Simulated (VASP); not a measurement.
Crystal: CoO.

```xyz
2
Lattice="-1.5080 1.5080 2.1073 1.5080 -1.5080 2.1073 1.5080 1.5080 -2.1073" Properties=species:S:1:pos:R:3 pbc="T T T"
Co    0.0000    0.0000    0.0000
O     0.0000    0.0000    2.1073
```

Base run:

- Program: VASP 6.6.1
- Functional: PBEsol
- Potentials or basis: VASP PAW PBE potentials, release 64 (Co_sv, O)
- Cutoff: 600 eV
- k mesh: 9 × 9 × 9
- Occupations: gaussian, width 0.05 eV
- Spin: collinear spin, ferrimagnetic start
- Starting moments: [2.34, -0.02] μB
- Fixed moment: 2.25 μB
- Hubbard terms: Co d U = 4.0 eV, J = 0.5 eV

Its results: pressure -13.8 GPa; site moments Co +2.20; O -0.00 μB.

Q: The run is repeated on the same cell with these changes: potentials or basis from VASP PAW PBE potentials, release 64 (Co_sv, O) to VASP PAW PBE potentials, release 64 (Co, O); cutoff from 600 eV to 520 eV; further incar settings from ALGO = Normal; EDIFF = 1e-06; NBANDS = 22 to ALGO = Normal; EDIFF = 1e-06; NBANDS = 18; valence electrons from 23 to 15. What comes out?

A: Pressure -12.9 GPa; site moments Co +2.27; O -0.02 μB.

Caveats: the PAW data sets were made with another functional, which shifts forces and pressure a little; the total moment is fixed, so each spin has its own Fermi level; a cell with one magnetic atom can't hold antiferromagnetic order, which such compounds often take.
